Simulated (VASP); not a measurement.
# KBr (Fm-3m) in VASP: further runs

Aim: see how the results for KBr move with the level of theory and the settings. Levels: PBEsol, r2SCAN. Tasks: elastic constants, dielectric tensor.

All numbers are computed with VASP 6.6.1; they aren't measurements. Logs are shortened: lines on timing, memory, paths and dates and some standing lists are left out, and cuts for length are marked.

### 1 The cell of the first run

It takes space group Fm-3m (No. 225, cubic). The conventional cell has a = 6.600 Å, b = 6.600 Å, c = 6.600 Å, α = 90.00°, β = 90.00°, γ = 90.00°. Within 4.3 Å of Br (site symmetry m-3m) lie 6 K at 3.30 Å. K (site symmetry m-3m) has 6 Br at 3.30 Å within 4.3 Å.

### 2 Elastic constants, PBEsol

The input, INCAR:

```
ALGO = Normal
EDIFF = 1E-8
ENCUT = 600
GGA = PS
IBRION = 6
ISIF = 3
ISMEAR = 0
LASPH = T
LCHARG = F
LREAL = F
LWAVE = F
NBANDS = 15
NELM = 60
NFREE = 2
NSW = 1
POTIM = 0.015
PREC = Accurate
SIGMA = 0.01
```

The input, KPOINTS:

```
k-points
0
Gamma
  6 6 6
```

The input, POSCAR:

```
KBr
1.0
    0.0000000000      3.3000000000      3.3000000000
    3.3000000000      0.0000000000      3.3000000000
    3.3000000000      3.3000000000      0.0000000000
Br K
1 1
Direct
    0.5000000000      0.5000000000      0.5000000000
    0.0000000000      0.0000000000      0.0000000000
```

Potentials or basis: VASP PAW PBE potentials, release 64 (Br, K_sv).

Command:

```sh
$ cat potpaw_PBE.64/Br/POTCAR potpaw_PBE.64/K_sv/POTCAR > POTCAR
$ mpirun -np 1 vasp_std > vasp.out
```

OUTCAR:

```text
EDIFF = 1E-8
   ENCUT = 600
   GGA = PS
   IBRION = 6
   ISIF = 3
   ISMEAR = 0
   LASPH = T
   LREAL = F
   NELM = 60
   NFREE = 2
   NSW = 1
   POTIM = 0.015
   PREC = Accurate

 ion  position               nearest neighbor table
   1  0.500  0.500  0.500-   2 3.30   2 3.30   2 3.30   2 3.30   2 3.30   2 3.30
   2  0.000  0.000  0.000-   1 3.30   1 3.30   1 3.30   1 3.30   1 3.30   1 3.30

  LATTYP: Found a face centered cubic cell.
 ALAT       =     6.6000000000

  Lattice vectors:

 A1 = (   0.0000000000,   3.3000000000,   3.3000000000)
 A2 = (   3.3000000000,   0.0000000000,   3.3000000000)
 A3 = (   3.3000000000,   3.3000000000,   0.0000000000)

Analysis of symmetry for initial positions (statically):
=====================================================================
 Subroutine PRICEL returns:
 Original cell was already a primitive cell.

 Routine SETGRP: Setting up the symmetry group for a
 face centered cubic supercell.

 Subroutine GETGRP returns: Found 48 space group operations
 (whereof 48 operations were pure point group operations)
 out of a pool of 48 trial point group operations.

The static configuration has the point symmetry O_h .

Analysis of symmetry for dynamics (positions and initial velocities):
=====================================================================
 Subroutine PRICEL returns:
 Original cell was already a primitive cell.

 Routine SETGRP: Setting up the symmetry group for a
 face centered cubic supercell.

 Subroutine GETGRP returns: Found 48 space group operations
 (whereof 48 operations were pure point group operations)
 out of a pool of 48 trial point group operations.

The dynamic configuration has the point symmetry O_h .

 Subroutine INISYM returns: Found 48 space group operations
 (whereof 48 operations are pure point group operations),
 and found     1 'primitive' translations

[... 349 lines left out ...]
     14       6.5410      0.00000
[... 401 lines left out ...]
      2     -14.1709      2.00000
      3     -13.0484      2.00000
      4     -12.9998      2.00000
      5     -12.8680      2.00000
      6      -2.6409      2.00000
      7      -2.4522      2.00000
      8      -2.1785      2.00000
      9       5.0207      0.00000
     10       6.1096      0.00000
     11       6.6326      0.00000
     12       7.2092      0.00000
     13       7.9333      0.00000
     14       8.5750      0.00000
     15       9.5561      0.00000

 [... further k-points ...]
[... 5 lines left out ...]
  --------------------------------------------------------------------------------------
  -------------------------------------------------------------------------------------
  Total       -0.1221901     -0.1241979     -0.1241979     -0.0000000      0.0000000      0.0000000
  in kB       -2.7237979     -2.7685551     -2.7685551     -0.0000000      0.0000000      0.0000000
  external PRESSURE =      -2.7536360 kB  Pullay stress =       0.0000000 kB
[... 17 lines left out ...]
  FREE ENERGIE OF THE ION-ELECTRON SYSTEM (eV)
  ---------------------------------------------------
  free  energy   TOTEN  =        -6.4587339340 eV

  energy  without entropy=       -6.4587339340  energy(sigma->0) =       -6.45873393

 INTERNAL STRAIN TENSORS FROM STRAINED CELLS
 ============================================

 INTERNAL STRAIN TENSOR FOR ION    1 for displacements in x,y,z  (eV/Angst):
          X           Y           Z          XY          YZ          ZX
  --------------------------------------------------------------------------------
  x     0.00000     0.00000    -0.00000     0.00000     0.00000    -0.00000
  y    -0.00000    -0.00000     0.00000     0.00000     0.00000     0.00000
  z     0.00000    -0.00000    -0.00000    -0.00000    -0.00000    -0.00000

 INTERNAL STRAIN TENSORS FROM DISPLACED ATOMS
 ============================================

 INTERNAL STRAIN TENSOR FOR ION    1 for displacements in x,y,z  (eV/Angst):
          X           Y           Z          XY          YZ          ZX
  --------------------------------------------------------------------------------
  x     0.00000     0.00000     0.00000     0.00000     0.00000     0.00000
  y     0.00000     0.00000     0.00000     0.00000     0.00000     0.00000
  z     0.00000     0.00000     0.00000     0.00000     0.00000     0.00000

 INTERNAL STRAIN TENSOR FOR ION    2 for displacements in x,y,z  (eV/Angst):
          X           Y           Z          XY          YZ          ZX
  --------------------------------------------------------------------------------
  x     0.00000     0.00000     0.00000     0.00000     0.00000     0.00000
  y     0.00000     0.00000     0.00000     0.00000     0.00000     0.00000
  z     0.00000     0.00000     0.00000     0.00000     0.00000     0.00000

 Eigenvectors and eigenvalues of the dynamical matrix
 ----------------------------------------------------

   1 f  =    3.193409 THz    20.064780 2PiTHz  106.520657 cm-1    13.206872 meV
             X         Y         Z           dx          dy          dz
      3.300000  3.300000  3.300000     0.000000   -0.572732    0.000000
      0.000000  0.000000  0.000000     0.000000    0.819743    0.000000
[... 21 lines left out ...]
   6 f/i=    0.001793 THz     0.011267 2PiTHz    0.059817 cm-1     0.007416 meV
             X         Y         Z           dx          dy          dz
      3.300000  3.300000  3.300000    -0.018962   -0.819523    0.000000
      0.000000  0.000000  0.000000    -0.013248   -0.572579    0.000000

--------------------------------------------------------------------------------------------------------

 ELASTIC MODULI CONTR FROM IONIC RELAXATION (kBar)
 Direction    XX          YY          ZZ          XY          YZ          ZX
 --------------------------------------------------------------------------------
 XX           0.0000      0.0000      0.0000      0.0000      0.0000      0.0000
 YY           0.0000      0.0000      0.0000      0.0000      0.0000      0.0000
 ZZ           0.0000      0.0000      0.0000      0.0000      0.0000      0.0000
 XY           0.0000      0.0000      0.0000      0.0000      0.0000      0.0000
 YZ           0.0000      0.0000      0.0000      0.0000      0.0000      0.0000
 ZX           0.0000      0.0000      0.0000      0.0000      0.0000      0.0000
 --------------------------------------------------------------------------------

 TOTAL ELASTIC MODULI (kBar)
 Direction    XX          YY          ZZ          XY          YZ          ZX
 --------------------------------------------------------------------------------
 XX         335.0611     47.4867     47.4867      0.0000      0.0000      0.0000
 YY          47.4867    335.0611     47.4867      0.0000     -0.0000     -0.0000
 ZZ          47.4867     47.4867    335.0611      0.0000      0.0000      0.0000
 XY           0.0000      0.0000      0.0000     51.0697      0.0000     -0.0000
 YZ           0.0000     -0.0000      0.0000      0.0000     51.0697      0.0000
 ZX           0.0000     -0.0000      0.0000     -0.0000      0.0000     51.0697
 --------------------------------------------------------------------------------
```

Run time: 5.6 min. Hardware: 1 thread of Intel Xeon 6975P-C (Granite Rapids), shared host; peak memory 0.34 GiB.

What came out:

```
Elastic constants C11, C12, C44                         : 34, 5, 5 GPa
Voigt bulk modulus                                      : 14 GPa
Highest phonon frequency at Γ, LO-TO splitting left out : 107 cm⁻¹
```

Phonon frequencies in cm⁻¹ (negative: imaginary):
```tsv
q point	frequencies
(0.000, 0.000, 0.000)	0 0 0 107 107 107
```

Elastic tensor in Voigt notation (GPa, in the Cartesian axes of the cell as first typed):
```
34  5  5  0  0  0
 5 34  5  0  0  0
 5  5 34  0  0  0
 0  0  0  5  0  0
 0  0  0  0  5  0
 0  0  0  0  0  5
```

Clamped-ion elastic tensor (GPa):
```
34  5  5  0  0  0
 5 34  5  0  0  0
 5  5 34  0  0  0
 0  0  0  5  0  0
 0  0  0  0  5  0
 0  0  0  0  0  5
```

Caveat: the PAW data sets were made with another functional, which shifts forces and pressure a little.

### 3 Dielectric tensor, r2SCAN

The input, INCAR:

```
SYSTEM = KBr
  PREC = Accurate
  ENCUT = 520
  EDIFF = 1E-8
  ISMEAR = 0
  SIGMA = 0.01
  LREAL = .False.
  LASPH = .True.
  NELM = 100
  ALGO = Normal
  ISIF = 2
  LWAVE = .False.
  LCHARG = .False.
  METAGGA = R2SCAN
  LMIXTAU = .True.
  LCALCEPS = .True.
```

The input, KPOINTS:

```
Automatic mesh
0
Gamma
  7 7 7
  0 0 0
```

POSCAR is that of step 2.

Potentials or basis: VASP PAW PBE potentials, release 64 (Br, K_sv).

Command:

```sh
$ cat potpaw_PBE.64/Br/POTCAR potpaw_PBE.64/K_sv/POTCAR > POTCAR
$ mpirun -np 1 vasp_std > vasp.out
```

OUTCAR:

```text
SYSTEM = KBr
   PREC = Accurate
   ENCUT = 520
   EDIFF = 1E-8
   ISMEAR = 0
   LREAL = .False.
   LASPH = .True.
   NELM = 100
   ISIF = 2
   METAGGA = R2SCAN

 ion  position               nearest neighbor table
   1  0.500  0.500  0.500-   2 3.30   2 3.30   2 3.30   2 3.30   2 3.30   2 3.30
   2  0.000  0.000  0.000-   1 3.30   1 3.30   1 3.30   1 3.30   1 3.30   1 3.30

  LATTYP: Found a face centered cubic cell.
 ALAT       =     6.6000000000

  Lattice vectors:

 A1 = (   0.0000000000,   3.3000000000,   3.3000000000)
 A2 = (   3.3000000000,   0.0000000000,   3.3000000000)
 A3 = (   3.3000000000,   3.3000000000,   0.0000000000)

Analysis of symmetry for initial positions (statically):
=====================================================================
 Subroutine PRICEL returns:
 Original cell was already a primitive cell.

 Routine SETGRP: Setting up the symmetry group for a
 face centered cubic supercell.

 Subroutine GETGRP returns: Found 48 space group operations
 (whereof 48 operations were pure point group operations)
 out of a pool of 48 trial point group operations.

The static configuration has the point symmetry O_h .

Analysis of symmetry for dynamics (positions and initial velocities):
=====================================================================
 Subroutine PRICEL returns:
 Original cell was already a primitive cell.

 Routine SETGRP: Setting up the symmetry group for a
 face centered cubic supercell.

 Subroutine GETGRP returns: Found 48 space group operations
 (whereof 48 operations were pure point group operations)
 out of a pool of 48 trial point group operations.

The dynamic configuration has the point symmetry O_h .
[... 502 lines left out ...]
      4     -13.7403      2.00000
      5     -13.5797      2.00000
      6      -2.9273      2.00000
      7      -2.3551      2.00000
      8      -2.3551      2.00000
      9   10000.0000      0.00000
     10   10000.0000      0.00000
     11   10000.0000      0.00000
     12   10000.0000      0.00000

 [... further k-points ...]

------------------------ aborting loop because EDIFF is reached ----------------------------------------

            Ionic dipole moment: p[ion]=(   -23.10000   -23.10000   -23.10000 ) |e| Angst

 Total electronic dipole moment: p[elc]=(     0.00000     0.00000     0.00572 ) |e| Angst

 MACROSCOPIC STATIC DIELECTRIC TENSOR (including local field effects)
 ------------------------------------------------------
           2.440016    -0.000000     0.000000
           0.000000     2.440016     0.000000
          -0.000000    -0.000000     2.440016
 ------------------------------------------------------

 PIEZOELECTRIC TENSOR (including local field effects) (e Angst)
          XX          YY          ZZ          XY          YZ          ZX
  --------------------------------------------------------------------------------
  x     0.00000     0.00000     0.00000     0.00000     0.00000     0.00000
  y     0.00000     0.00000     0.00000     0.00000     0.00000     0.00000
  z     0.00000     0.00000     0.00000     0.00000     0.00000     0.00000

 PIEZOELECTRIC TENSOR (including local field effects) (C/m^2)
          XX          YY          ZZ          XY          YZ          ZX
  --------------------------------------------------------------------------------
  x     0.00000     0.00000     0.00000     0.00000     0.00000     0.00000
  y     0.00000     0.00000     0.00000     0.00000     0.00000     0.00000
  z     0.00000     0.00000     0.00000     0.00000     0.00000     0.00000

 BORN EFFECTIVE CHARGES (including local field effects) (in |e|, cummulative output)
 ---------------------------------------------------------------------------------
 ion    1
    1    -1.08600     0.00000    -0.00000
    2     0.00000    -1.08600     0.00000
    3     0.00000     0.00000    -1.08600
 ion    2
    1     1.08600    -0.00000     0.00000
    2     0.00000     1.08600     0.00000
    3    -0.00000    -0.00000     1.08600

  FORCE on cell =-STRESS in cart. coord.  units (eV):
  Direction    XX          YY          ZZ          XY          YZ          ZX
  --------------------------------------------------------------------------------------
  -------------------------------------------------------------------------------------
  Total        0.0279254      0.0279254      0.0279254     -0.0000000      0.0000000     -0.0000000
  in kB        0.6224978      0.6224978      0.6224978     -0.0000000      0.0000000     -0.0000000
  external PRESSURE =       0.6224978 kB  Pullay stress =       0.0000000 kB

 VOLUME and BASIS-vectors are now :
 -----------------------------------------------------------------------------
  energy-cutoff  :      520.00
  volume of cell :       71.87
      direct lattice vectors                 reciprocal lattice vectors
     0.000000000  3.300000000  3.300000000    -0.151515152  0.151515152  0.151515152
     3.300000000  0.000000000  3.300000000     0.151515152 -0.151515152  0.151515152
     3.300000000  3.300000000  0.000000000     0.151515152  0.151515152 -0.151515152

 POSITION                                       TOTAL-FORCE (eV/Angst)
 -----------------------------------------------------------------------------------
      3.30000      3.30000      3.30000         0.000000      0.000000     -0.000000
      0.00000      0.00000      0.00000        -0.000000      0.000000      0.000000
 -----------------------------------------------------------------------------------
    total drift:                                0.000000      0.000000      0.000000

  FREE ENERGIE OF THE ION-ELECTRON SYSTEM (eV)
  ---------------------------------------------------
  free  energy   TOTEN  =       -23.2486242917 eV

  energy  without entropy=      -23.2486242917  energy(sigma->0) =      -23.24862429
```

OSZICAR:

```text
N       E                     dE             d eps       ncg     rms          rms(c)
DAV:   1     0.827082528654E+02    0.82708E+02   -0.71938E+03   480   0.120E+03
DAV:   2    -0.207390654090E+02   -0.10345E+03   -0.96645E+02   612   0.281E+02
DAV:   3    -0.267466072304E+02   -0.60075E+01   -0.59775E+01   620   0.609E+01
[... 12 lines left out ...]
DMP:   9    -0.232486241546E+02   -0.12189E-06   -0.94035E-07  1200   0.210E-06   0.492E-07
DMP:  10    -0.232486242051E+02   -0.50464E-07   -0.61017E-07  1200   0.143E-06   0.177E-07
DMP:  11    -0.232486242446E+02   -0.39517E-07   -0.40158E-07  1200   0.769E-07   0.452E-07
DMP:  12    -0.232486242705E+02   -0.25870E-07   -0.19670E-07  1200   0.347E-07   0.278E-07
DMP:  13    -0.232486242831E+02   -0.12614E-07   -0.11911E-07  1200   0.226E-07   0.138E-07
DMP:  14    -0.232486242917E+02   -0.85920E-08   -0.76510E-08  1200   0.124E-07   0.129E-07
   1 F= -.23248624E+02 E0= -.23248624E+02  d E =-.259326E-42
```

stdout:

```text
POSCAR found type information on POSCAR BrK
 POSCAR found :  2 types and       2 ions
 scaLAPACK will be used
 -----------------------------------------------------------------------------
[... 104 lines left out ...]
 p_tot=( -0.231E+02 -0.231E+02 -0.231E+02 )
dp_tot=(  0.881E-07  0.912E-07  0.573E-02 )  diag[e(oo)]=(    ---      ---    2.44342 )
 p_tot=( -0.231E+02 -0.231E+02 -0.231E+02 )
dp_tot=(  0.881E-07  0.911E-07  0.571E-02 )  diag[e(oo)]=(    ---      ---    2.43843 )
 p_tot=( -0.231E+02 -0.231E+02 -0.231E+02 )
dp_tot=(  0.853E-07  0.883E-07  0.571E-02 )  diag[e(oo)]=(    ---      ---    2.43761 )
 final diagonalization full
 p_tot=( -0.231E+02 -0.231E+02 -0.231E+02 )
dp_tot=(  0.829E-07  0.859E-07  0.572E-02 )  diag[e(oo)]=(    ---      ---    2.44002 )
```

It took 26 min on 1 thread of Intel Xeon 6975P-C (Granite Rapids), shared host; peak memory 0.54 GiB.

What came out:

| Quantity | Value |
| --- | --- |
| Band gap on the k mesh | 5.08 eV |
| Electronic dielectric tensor (diagonal) | 2.44 |
| Born charges (mean of the diagonal) | Br -1.09; K +1.09 e |

Electronic dielectric tensor:
```
2.44 0.00 0.00
0.00 2.44 0.00
0.00 0.00 2.44
```

Born effective charge tensors (e):
atom 1, Br
```
-1.09  0.00  0.00
 0.00 -1.09  0.00
 0.00  0.00 -1.09
```
atom 2, K
```
1.09 0.00 0.00
0.00 1.09 0.00
0.00 0.00 1.09
```

Dipole moments of the cell (e·Å, modulo the quantum): ionic -23.100, -23.100, -23.100; electronic 0.000, 0.000, 0.006

Caveat: the PAW data sets were made with another functional, which shifts forces and pressure a little; an odd mesh through Γ misses points on the zone boundary, where band edges can lie.
